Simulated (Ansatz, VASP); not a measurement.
## C in VASP and in Ansatz

The input INCAR:

```
PREC = Accurate
ENCUT = 520
EDIFF = 1E-7
ISMEAR = 0
SIGMA = 0.1
LREAL = F
LASPH = T
NELM = 60
ALGO = Normal
ISIF = 2
LWAVE = F
LCHARG = F
LDIPOL = T
IDIPOL = 3
DIPOL = 0.5 0.5 0.357
GGA = PE
IVDW = 12
NBANDS = 16
```

The input KPOINTS:

```
Automatic mesh
0
Gamma
  15 15 1
```

File POSCAR:

```
C
1.0
    2.4656524409      0.0000000000      0.0000000000
   -1.2328262205      2.1353176508      0.0000000000
    0.0000000000      0.0000000000     17.5000663883
C
4
Direct
    0.6666666667      0.3333333333      0.2571437784
    0.3333333333      0.6666666667      0.2571418816
    1.1666666667      0.3333333333      0.4577163429
    0.8333333333      0.6666666667      0.4577144461
```

Input for Ansatz:

```yaml
crystal:
  lattice:
    - [2.4656524409, 0.0, 0.0]
    - [-1.2328262205, 2.1353176508, 0.0]
    - [0.0, 0.0, 17.5000663883]
  atoms:
    - { symbol: C, position: [0.6666666667, 0.3333333333, 0.2571437784] }
    - { symbol: C, position: [0.3333333333, 0.6666666667, 0.2571418816] }
    - { symbol: C, position: [1.1666666667, 0.3333333333, 0.4577163429] }
    - { symbol: C, position: [0.8333333333, 0.6666666667, 0.4577144461] }
basis:
  ecutwfc: 420
kpoints:
  mp_grid: { grid: [15, 15, 1] }
hamiltonian:
  xc: pbe
  pseudopotentials: { kind: paw, azcp: { folder: soft_1 } }
  dispersion: d3bj
scf:
  occupations: { method: gaussian, width: 0.1 }
output:
  forces: true
  eigenvalues: true
efield:
  axis: 3
  dipole_correction: true
  ramp_width: 0.04
```

Alike in both runs: task single point; functional PBE; dispersion D3(BJ); k mesh 15 × 15 × 1; occupations gaussian, width 0.1 eV; no spin polarisation.

|  | VASP | Ansatz |
| --- | --- | --- |
| version | VASP 6.6.1 | Ansatz 0.2.0 |
| potentials or method | VASP PAW PBE potentials, release 64 (C), cutoff 520 eV | scalar-relativistic, plane waves, PAW |
| valence electrons in the cell | 16 | 16 |

```tsv
	VASP	Ansatz	Ansatz less VASP
gap on the k mesh at the Fermi level (eV)	0.17	0.17	0.000
least direct gap on the mesh (eV)	0.17	0.17	0.000
rms of the force components (eV/Å)	0.007	0.007	0.0000
```

Atom by atom the forces differ by 0.000 eV/Å (rms over components). Ansatz's warnings: structure snapped to symmetry.
